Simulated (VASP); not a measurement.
A run of VASP 6.6.1:

Contents of INCAR:

```
SYSTEM = Hf
PREC = Accurate
ENCUT = 520
EDIFF = 1E-7
ISMEAR = -1
SIGMA = 0.1
LREAL = .False.
LASPH = .True.
NELM = 60
ALGO = Normal
ISIF = 2
LWAVE = .False.
LCHARG = .True.
GGA = CA
LELF = .True.
LVHAR = .True.
NBANDS = 11
```

KPOINTS

```
regular mesh
0
Gamma
  15 15 15
  0 0 0
```

The input POSCAR:

```
Hf
1.0
    2.4831543384      0.0000000000      0.0000000000
    0.0000000000      2.4831543384      0.0000000000
    0.0000000000      0.0000000000      2.4831543384
Hf
1
Direct
    0.0000000000      0.0000000000      0.0000000000
```

Potentials or basis: VASP PAW LDA potentials, release 64 (Hf_pv).

Run with:

```bash
$ cat potpaw_LDA.64/Hf_pv/POTCAR > POTCAR
$ mpirun -np 1 vasp_std > vasp.out
```

Hardware: 1 thread of AMD EPYC 7R13, with other jobs on the host.

**Question.** How long does it take, and how much memory?

**Answer.** Wall time 20 s on 1 thread of AMD EPYC 7R13, on a shared host, peak memory 0.1 GiB. Counts: scf iterations 11, k points 120.
